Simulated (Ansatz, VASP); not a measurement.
## V: VASP beside Ansatz

```xyz
1
Lattice="-1.5007 1.5007 1.5007 1.5007 -1.5007 1.5007 1.5007 1.5007 -1.5007" Properties=species:S:1:pos:R:3 pbc="T T T"
V     0.0000    0.0000    0.0000
```

Alike in both runs: functional PBE; k mesh 10 × 10 × 10; occupations gaussian, width 0.1 eV; no spin polarisation.

Ansatz relaxed the structure, and its values are those at the end. VASP's run is a single point on that final structure, the one shown.

```csv
,VASP,Ansatz
version,VASP 6.6.1,Ansatz 0.2.0
potentials or method,"VASP PAW PBE potentials, release 64 (V_sv), cutoff 500 eV","scalar-relativistic, plane waves, PAW"
valence electrons in the cell,13,13
```

|  | VASP | Ansatz | Ansatz less VASP |
| --- | --- | --- | --- |
| gap on the k mesh at the Fermi level (eV) | none | none | - |
| pressure (GPa) | 0.3 | 0.2 | -0.07 |

A gap of «none» marks a metal or a gap that the smearing closes.
